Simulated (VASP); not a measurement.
Set up this calculation in VASP 6.6.1, as the native input.

- Task: single point
- Functional: PBE
- Potentials or basis: VASP PAW PBE potentials, release 64 (Sr_sv, Ti_sv, O)
- Cutoff: 520 eV
- k mesh: 8 × 8 × 8
- Occupations: gaussian, width 0.02 eV
- Spin: no spin polarisation
- Dipole correction: no
- Further INCAR settings: ALGO = Normal; EDIFF = 1e-06; NBANDS = 28

The structure of SrTiO3 lies in POSCAR:

```
SrTiO3
1.0
    3.9364226103      0.0000000000      0.0000000000
    0.0000000000      3.9364226103      0.0000000000
    0.0000000000      0.0000000000      3.9364226103
Sr Ti O
1 1 3
Direct
    0.0000000000      0.0000000000      0.0000000000
    0.5000000000      0.5000000000      0.5000000000
    0.5000000000      0.0000000000      0.5000000000
    0.5000000000      0.5000000000      0.0000000000
    0.0000000000      0.5000000000      0.5000000000
```

The input as run:

INCAR

```
PREC = Accurate
ENCUT = 520
EDIFF = 1E-6
ISMEAR = 0
SIGMA = 0.02
LREAL = False
LASPH = True
NELM = 100
ALGO = Normal
ISIF = 2
LWAVE = False
LCHARG = False
GGA = PE
NBANDS = 28
```

KPOINTS

```
regular mesh
0
Gamma
  8 8 8
```

Potentials or basis: VASP PAW PBE potentials, release 64 (Sr_sv, Ti_sv, O).

Launch:

```sh
$ cat potpaw_PBE.64/Sr_sv/POTCAR potpaw_PBE.64/Ti_sv/POTCAR potpaw_PBE.64/O/POTCAR > POTCAR
$ mpirun -np 1 vasp_std > vasp.out
```

Results of the run:

```json
{"Pressure": "0.7 GPa", "Band gap on the k mesh": "1.81 eV (least direct gap 2.18 eV)"}
```

It took 58 s on 1 thread of Intel(R) Xeon(R) 6975P-C (Granite Rapids) (shared host), peak memory 0.2 GiB.
